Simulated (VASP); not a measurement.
# ZnO (zincite) (P6_3mc) in VASP: relaxation of the atoms with PBEsol

Aim: the relaxation of the atoms of ZnO (zincite) with PBEsol.

Program: VASP 6.6.1. These are calculated values, not measurements. Logs are shortened: lines on timing, memory, paths and dates and some standing lists are left out, and cuts for length are marked.

## (1) The cell of the first run

The structure is hexagonal, space group P6_3mc (No. 186). The conventional cell has a = 3.227 Å, b = 3.227 Å, c = 5.171 Å, α = 90.00°, β = 90.00°, γ = 120.00°. Zn (site symmetry 3m) has 4 O at 1.96 to 1.97 Å within 2.6 Å. O (site symmetry 3m) has 4 Zn at 1.96 to 1.97 Å within 2.6 Å.

## (2) Relaxation of the atoms, PBEsol

Contents of INCAR:

```
  PREC = Accurate
  ENCUT = 520
  EDIFF = 1E-7
  ISMEAR = -1
  SIGMA = 0.02
  LREAL = F
  LASPH = T
  NELM = 120
  ALGO = Normal
  ISIF = 2
  LWAVE = F
  LCHARG = F
  GGA = PS
  IBRION = 2
  NSW = 80
  EDIFFG = -0.015
  GGA_COMPAT = F
  NELMIN = 4
```

Contents of KPOINTS:

```
Automatic mesh
0
Gamma
  8 8 5
```

Contents of POSCAR:

```
ZnO
1.0
    3.2274999067      0.0000000000      0.0000000000
   -1.6137499533      2.7950969099      0.0000000000
    0.0000000000      0.0000000000      5.1707703030
Zn O
2 2
Direct
    0.3333333333      0.6666666667      0.4990859689
    0.6666666667      0.3333333333     -0.0009140311
    0.6666666667      0.3333333333      0.3799240311
    0.3333333333      0.6666666667      0.8799240311
```

Potentials or basis: VASP PAW PBE potentials, release 64 (Zn, O).

Started as:

```console
$ cat potpaw_PBE.64/Zn/POTCAR potpaw_PBE.64/O/POTCAR > POTCAR
$ mpirun -np 1 vasp_std > vasp.out
```

OUTCAR:

```text
PREC = Accurate
   ENCUT = 520
   EDIFF = 1E-7
   ISMEAR = -1
   LREAL = F
   LASPH = T
   NELM = 120
   ISIF = 2
   GGA = PS
   IBRION = 2
   NSW = 80
   EDIFFG = -0.015
   NELMIN = 4

 ion  position               nearest neighbor table
   1  0.333  0.667  0.499-   3 1.96   3 1.96   3 1.96   4 1.97
   2  0.667  0.333  0.999-   4 1.96   4 1.96   4 1.96   3 1.97
   3  0.667  0.333  0.380-   1 1.96   1 1.96   1 1.96   2 1.97
   4  0.333  0.667  0.880-   2 1.96   2 1.96   2 1.96   1 1.97

  LATTYP: Found a hexagonal cell.
 ALAT       =     3.2274999067
 C/A-ratio  =     1.6020977390

  Lattice vectors:

 A1 = (   3.2274999067,   0.0000000000,   0.0000000000)
 A2 = (  -1.6137499533,   2.7950969099,   0.0000000000)
 A3 = (   0.0000000000,   0.0000000000,   5.1707703030)

Analysis of symmetry for initial positions (statically):
=====================================================================
 Subroutine PRICEL returns:
 Original cell was already a primitive cell.

 Routine SETGRP: Setting up the symmetry group for a
 hexagonal supercell.

 Subroutine GETGRP returns: Found 12 space group operations
 (whereof  6 operations were pure point group operations)
 out of a pool of 24 trial point group operations.

The static configuration has the point symmetry C_3v.
 The point group associated with its full space group is C_6v.

Analysis of symmetry for dynamics (positions and initial velocities):
=====================================================================
 Subroutine PRICEL returns:
 Original cell was already a primitive cell.

 Routine SETGRP: Setting up the symmetry group for a
 hexagonal supercell.

 Subroutine GETGRP returns: Found 12 space group operations
 (whereof  6 operations were pure point group operations)
 out of a pool of 24 trial point group operations.

The dynamic configuration has the point symmetry C_3v.
 The point group associated with its full space group is C_6v.

 Subroutine INISYM returns: Found 12 space group operations
 (whereof  6 operations are pure point group operations),
 and found     1 'primitive' translations

----------------------------------------------------------------------------------------

                                     Primitive cell

  volume of cell :      46.6464

  direct lattice vectors                    reciprocal lattice vectors
[... 90 lines left out ...]
   NELM   =    120;   NELMIN=  4; NELMDL= -5     # of ELM steps
   EDIFF  = 0.1E-06   stopping-criterion for ELM
   LREAL  =      F    real-space projection
   EDIFFG = -.1E-01   stopping-criterion for IOM
   NSW    =     80    number of steps for IOM
   IBRION =      2    ionic relax: 0-MD 1-quasi-New 2-CG
   NFREE  =      1    steps in history (QN), initial steepest desc. (CG)
   ISIF   =      2    stress and relaxation
   ISYM   =      2    0-nonsym 1-usesym 2-fastsym
   POTIM  = 0.5000    time-step for ionic-motion
   TEBEG  =    0.0;   TEEND  =   0.0 temperature during run
   PSTRESS=    0.0 pullay stress
   NELECT =      36.0000    total number of electrons
   NUPDOWN=      -1.0000    fix difference up-down
   EMIN   =  10.00;   EMAX   =-10.00  energy-range for DOS
   EFERMI =   0.00;   METHOD = LEGACY
   ISMEAR =    -1;   SIGMA  =   0.02  broadening in eV -4-tet -1-fermi 0-gaus
   EFERMI_NEDOS =   21; number of points for ismear=-14 and -15
   IALGO  =     38    algorithm
   IMIX   =      4    mixing-type and parameters
     AMIX     =   0.40;   BMIX     =  1.00
     AMIX_MAG =   1.60;   BMIX_MAG =  1.00
  volume/ion in A,a.u.               =      11.66        78.70
  Fermi-wavevector in a.u.,A,eV,Ry     =   1.501653  2.837712 30.680611  2.254961
  Thomas-Fermi vector in A             =   2.612996
   LORBIT       =      0    0 simple, 1 ext, 2 COOP (PROOUT), +10 PAW based schemes
   GGA     = PS    functional components
   LHFCALC =     F    Hartree Fock is set to
   AEXX    =    0.0000 exact exchange contribution
   IVDW    =     0    specifies the selected vdW correction
   LEPSILON=     F    determine dielectric tensor
   LRPA    =     F    only Hartree local field effects (RPA)
 conjugate gradient relaxation of ions
 non-spin polarized calculation
  energy-cutoff  :      520.00
  volume of cell :       46.65
 maximum number of plane-waves:      1269
   NGX = 13   NGY = 13   NGZ = 19

 number of electron      36.0000014 magnetization

 Free energy of the ion-electron system (eV)
  ---------------------------------------------------
  ext. energy  EPLUGINS =         0.00000000
  ---------------------------------------------------
  free energy    TOTEN  =       -19.40384407 eV

  energy without entropy =      -19.40384407  energy(sigma->0) =      -19.40384407

 E-fermi :   1.5993     XC(G=0): -11.2943

 val. band max:        1.2356641263   @ k =   0.0000   0.0000   0.0000
 cond. band min:       1.9494680030   @ k =   0.0000   0.0000   0.0000
 fundamental gap:      0.7138038767
 Fermi energy:         1.5992509574

 k-point     1 :       0.0000    0.0000    0.0000
  band No.  band energies     occupation
      1     -16.9730      2.00000
      2     -16.1907      2.00000
      3      -4.6215      2.00000
      4      -4.5850      2.00000
      5      -4.5850      2.00000
      6      -4.5128      2.00000
[... 589 lines left out ...]
     21       9.8369      0.00000
     22       9.9734      0.00000

 [... further k-points ...]

------------------------ aborting loop because EDIFF is reached ----------------------------------------

  FORCE on cell =-STRESS in cart. coord.  units (eV):
  Direction    XX          YY          ZZ          XY          YZ          ZX
  --------------------------------------------------------------------------------------
  -------------------------------------------------------------------------------------
  Total        0.6576175      0.6576175      0.9017855      0.0000000      0.0000000      0.0000000
  in kB       22.5873644     22.5873644     30.9738701      0.0000000      0.0000000      0.0000000
  external PRESSURE =      25.3828663 kB  Pullay stress =       0.0000000 kB

 VOLUME and BASIS-vectors are now :
 -----------------------------------------------------------------------------
  energy-cutoff  :      520.00
  volume of cell :       46.65
      direct lattice vectors                 reciprocal lattice vectors
     3.227499907  0.000000000  0.000000000     0.309837344  0.178884674  0.000000000
    -1.613749953  2.795096910  0.000000000     0.000000000  0.357769348  0.000000000
     0.000000000  0.000000000  5.170770303     0.000000000  0.000000000  0.193394783

 POSITION                                       TOTAL-FORCE (eV/Angst)
 -----------------------------------------------------------------------------------
     -0.00000      1.86340      2.58066         0.000000     -0.000000     -0.005179
      1.61375      0.93170      5.16604        -0.000000      0.000000     -0.005179
      1.61375      0.93170      1.96450        -0.000000     -0.000000      0.005179
     -0.00000      1.86340      4.54989         0.000000      0.000000      0.005179
 -----------------------------------------------------------------------------------
    total drift:                                0.000001      0.000001     -0.002397

  FREE ENERGIE OF THE ION-ELECTRON SYSTEM (eV)
  ---------------------------------------------------
  free  energy   TOTEN  =       -19.4038440698 eV

  energy  without entropy=      -19.4038440696  energy(sigma->0) =      -19.40384407

 reached required accuracy - stopping structural energy minimisation
```

OSZICAR:

```text
N       E                     dE             d eps       ncg     rms          rms(c)
DAV:   1     0.279557547121E+03    0.27956E+03   -0.18719E+04  1328   0.238E+03
DAV:   2     0.677652019921E+01   -0.27278E+03   -0.26251E+03  1416   0.435E+02
DAV:   3    -0.216751412260E+02   -0.28452E+02   -0.28248E+02  1560   0.150E+02
DAV:   4    -0.222026582160E+02   -0.52752E+00   -0.52673E+00  1404   0.216E+01
DAV:   5    -0.222068244204E+02   -0.41662E-02   -0.41659E-02  1584   0.188E+00    0.145E+01
DAV:   6    -0.193121545566E+02    0.28947E+01   -0.10169E+01  2376   0.708E+01    0.943E+00
DAV:   7    -0.194469803958E+02   -0.13483E+00   -0.22998E+00  1376   0.181E+01    0.553E+00
DAV:   8    -0.194578175931E+02   -0.10837E-01   -0.73665E-01  1992   0.856E+00    0.172E+00
DAV:   9    -0.194013924541E+02    0.56425E-01   -0.15275E-01  2106   0.717E+00    0.374E-01
DAV:  10    -0.194038798969E+02   -0.24874E-02   -0.52360E-02  1364   0.177E+00    0.132E-01
DAV:  11    -0.194038148332E+02    0.65064E-04   -0.19765E-03  1850   0.802E-01    0.364E-02
DAV:  12    -0.194038411666E+02   -0.26333E-04   -0.24351E-04  1674   0.372E-01    0.131E-02
DAV:  13    -0.194038439188E+02   -0.27522E-05   -0.20996E-05  1462   0.983E-02    0.793E-03
DAV:  14    -0.194038449770E+02   -0.10582E-05   -0.39797E-06  1480   0.286E-02    0.694E-03
DAV:  15    -0.194038441643E+02    0.81269E-06   -0.15601E-06  1568   0.119E-02    0.183E-03
DAV:  16    -0.194038440698E+02    0.94542E-07   -0.23243E-07   968   0.407E-03
   1 F= -.19403844E+02 E0= -.19403844E+02  d E =-.194038E+02
```

CONTCAR:

```text
ZnO
   1.00000000000000
     3.2274999066999999    0.0000000000000000    0.0000000000000000
    -1.6137499532999999    2.7950969098999998    0.0000000000000000
     0.0000000000000000    0.0000000000000000    5.1707703030000003
  Zn              O
     2     2
Direct
     0.3333333332999970    0.6666666667000030    0.4990859688999976
     0.6666666667000030    0.3333333332999970    0.9990859688999976
     0.6666666667000030    0.3333333332999970    0.3799240311000034
     0.3333333332999970    0.6666666667000030    0.8799240311000034

  0.00000000E+00  0.00000000E+00  0.00000000E+00
  0.00000000E+00  0.00000000E+00  0.00000000E+00
  0.00000000E+00  0.00000000E+00  0.00000000E+00
  0.00000000E+00  0.00000000E+00  0.00000000E+00
```

Wall time 47 s (1 thread of Intel Xeon 8259CL, shared host); peak memory 0.17 GiB.

What came out:

```yaml
Free_energy: -19.4038 eV
Pressure_after_relaxing: 2.5 GPa
Largest_force_after_relaxing: 0.005 eV/Å
Band_gap_on_the_k_mesh: 0.71 eV, direct
```

Forces on the atoms (eV/Å):
```
Zn   0.000  0.000 -0.005
Zn   0.000  0.000 -0.005
O    0.000  0.000  0.005
O    0.000  0.000  0.005
```

Stress tensor (GPa, compression positive):
```
2.26 0.00 0.00
0.00 2.26 0.00
0.00 0.00 3.10
```

Final structure:
```
CELL_PARAMETERS angstrom
3.22750 0.00000 0.00000
-1.61375 2.79510 0.00000
0.00000 0.00000 5.17077
ATOMIC_POSITIONS crystal
Zn 0.33333 0.66667 0.49909
Zn 0.66667 0.33333 0.99909
O 0.66667 0.33333 0.37992
O 0.33333 0.66667 0.87992
```

Levels at points of the mesh, in eV from the valence-band top:
| k point | band 14 | band 15 | band 16 | band 17 | band 18 | band 19 | band 20 | band 21 | band 22 |
| --- | --- | --- | --- | --- | --- | --- | --- | --- | --- |
| (0.00, 0.00, 0.00) | -0.83 | -0.83 | -0.09 | 0.00 | 0.00 | 0.71 | 5.16 | 8.20 | 12.81 |
| (0.50, 0.00, 0.00) | -3.66 | -2.90 | -2.37 | -1.33 | -0.88 | 5.77 | 6.73 | 7.50 | 8.54 |

Caveat: the relaxation stopped at its first step, so nothing moved; the PAW data sets were made with another functional, which shifts forces and pressure a little. PBEsol gaps usually lie below the measured ones, often by a third to a half.
